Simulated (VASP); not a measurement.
Input of a VASP 6.6.1 run:

File INCAR:

```
  PREC = Accurate
  ENCUT = 520
  EDIFF = 1E-6
  ISMEAR = 0
  SIGMA = 0.1
  LREAL = F
  LASPH = T
  NELM = 80
  ALGO = Normal
  ISIF = 2
  LWAVE = F
  LCHARG = F
  LDIPOL = T
  IDIPOL = 3
  DIPOL = 0.5 0.5 0.321
  GGA = PE
  NBANDS = 38
```

Contents of KPOINTS:

```
Automatic mesh
0
Gamma
  6 3 1
```

POSCAR

```
HC6
1.0
    4.9326910638      0.0000000000      0.0000000000
    0.0000000000      8.5222964205      0.0000000000
    0.0000000000      0.0000000000     22.9416055954
C H
12 2
Direct
    0.0000000000      0.0000000000      0.1743557130
    0.5000000000      0.0000000000      0.1743557130
    0.2500000000      0.0000000000      0.2053898368
    0.7500000000      0.0000000000      0.2053898368
    0.2500000000      0.0000000000      0.2674580844
    0.7500000000      0.0000000000      0.2674580844
    0.0000000000      0.0000000000      0.2977124344
    0.5000000000      0.0000000000      0.2977124344
    0.0000000000      0.0000000000      0.3626190265
    0.5000000000      0.0000000000      0.3626190265
    0.2500000000      0.0000000000      0.3897550046
    0.7500000000      0.0000000000      0.3897550046
    0.1302884688      0.0000000000      0.5466751463
    0.3697115312      0.0000000000      0.5466751463
```

Potentials or basis: VASP PAW PBE potentials, release 64 (C, H).

Launch:

```console
$ cat potpaw_PBE.64/C/POTCAR potpaw_PBE.64/H/POTCAR > POTCAR
$ mpirun -np 1 vasp_std > vasp.out
```

(1) Estimate the band gap on the k mesh.

(2) Predict the largest force.

Answers

(1) 0.09 eV.

(2) 4.651 eV/Å.
